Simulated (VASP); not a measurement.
Set up this calculation in VASP 6.6.1, as the native input.

| Property | Result |
| --- | --- |
| Task | single point |
| Functional | PBE |
| Potentials or basis | VASP PAW PBE potentials, release 64 (Ta_pv, N, H) |
| Cutoff | 520 eV |
| k mesh | 9 × 9 × 1 |
| Occupations | gaussian, width 0.1 eV |
| Spin | collinear spin |
| Starting moments | [0.0, 0.0, 0.0, 0.0, 0.0, 0.0, 1.0] μB |
| Dipole correction | yes |
| Further INCAR settings | ALGO = Normal; EDIFF = 1e-06; NBANDS = 38 |

The structure of Ta3HN3 lies in POSCAR:

```
Ta3HN3
1.0
    3.1228193035      0.0000000000      0.0000000000
    0.0000000000      3.1228193035      0.0000000000
    0.0000000000      0.0000000000     21.5908392430
Ta N H
3 3 1
Direct
    0.0000000000      0.0000000000      0.1852637572
    0.5000000000      0.5000000000      0.2890369107
    0.0000000000      0.0000000000      0.3832407719
    0.5000000000      0.5000000000      0.1852637572
    0.0000000000      0.0000000000      0.2843927699
    0.5000000000      0.5000000000      0.3978927890
    0.7500000000      0.7500000000      0.5252616221
```

One way to write it, as run:

INCAR

```
  ALGO = Normal
  DIPOL = 0.5 0.5 0.321
  EDIFF = 1E-6
  ENCUT = 520
  GGA = PE
  IDIPOL = 3
  ISIF = 2
  ISMEAR = 0
  ISPIN = 2
  LASPH = True
  LCHARG = False
  LDIPOL = True
  LMAXMIX = 4
  LORBIT = 11
  LREAL = False
  LWAVE = False
  MAGMOM = 0 0 0 0 0 0 1
  NBANDS = 38
  NELM = 150
  PREC = Accurate
  SIGMA = 0.1
```

KPOINTS

```
k-points
0
Gamma
  9 9 1
```

Potentials or basis: VASP PAW PBE potentials, release 64 (Ta_pv, N, H).

Run with:

```console
$ cat potpaw_PBE.64/Ta_pv/POTCAR potpaw_PBE.64/N/POTCAR potpaw_PBE.64/H/POTCAR > POTCAR
$ mpirun -np 1 vasp_std > vasp.out
```

Results of the run:

```yaml
Largest_force: 1.208 eV/Å
Net_moment: 0.51 μB per cell
Site_moments: Ta -0.11, -0.01, -0.07; N +0.01, +0.00, +0.02; H +0.33 μB
Valence_electrons_inside_the_program's_atomic_spheres: Ta 8.77, 8.96, 8.79; N 3.69, 3.76, 3.65; H 0.38
```

Caveat: a moment this small can come from the mesh or the smearing.

Run time: 6 min on 1 thread of Intel(R) Xeon(R) 6975P-C (Granite Rapids) (shared host), peak memory 0.56 GiB.
